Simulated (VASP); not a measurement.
A run of VASP 6.6.1 is set up as follows.

The input INCAR:

```
PREC     = Accurate       # precision mode
ENCUT    = 520            # plane-wave cutoff, eV
EDIFF    = 1E-7           # SCF threshold, eV
ISMEAR   = 0              # smearing method
SIGMA    = 0.02           # smearing width, eV
LREAL    = False          # projectors in reciprocal space
LASPH    = True           # aspherical terms in the spheres
NELM     = 60             # most SCF steps
ALGO     = Normal         # electronic algorithm
ISIF     = 2              # what is computed and relaxed
LWAVE    = False          # write WAVECAR
LCHARG   = False          # write CHGCAR
GGA      = PS             # functional
NBANDS   = 16             # bands
```

File KPOINTS:

```
regular mesh
0
Gamma
  9 9 9
```

File POSCAR:

```
ZnS
1.0
    3.8681183703      0.0000000000      0.0000000000
   -1.9340591851      3.3498887735      0.0000000000
    1.9340591851     -1.1166295912      3.0513277166
Zn S
1 1
Direct
    0.0020215387     -0.0020215387     -0.0060646161
    0.7479784613      0.2520215387      0.7560646161
```

Potentials or basis: VASP PAW PBE potentials, release 64 (Zn, S).

Run with:

```console
$ cat potpaw_PBE.64/Zn/POTCAR potpaw_PBE.64/S/POTCAR > POTCAR
$ mpirun -np 1 vasp_std > vasp.out
```

Estimate the band gap on the k mesh.

1.84 eV, direct.

Predict the pressure.

-1.9 GPa.

Stress tensor (GPa, compression positive):
```
-3.01  0.00  0.00
 0.00 -3.01  0.00
 0.00  0.00  0.19
```

Caveat: the PAW data sets were made with another functional, which shifts forces and pressure a little. PBEsol gaps usually lie below the measured ones, often by a third to a half.
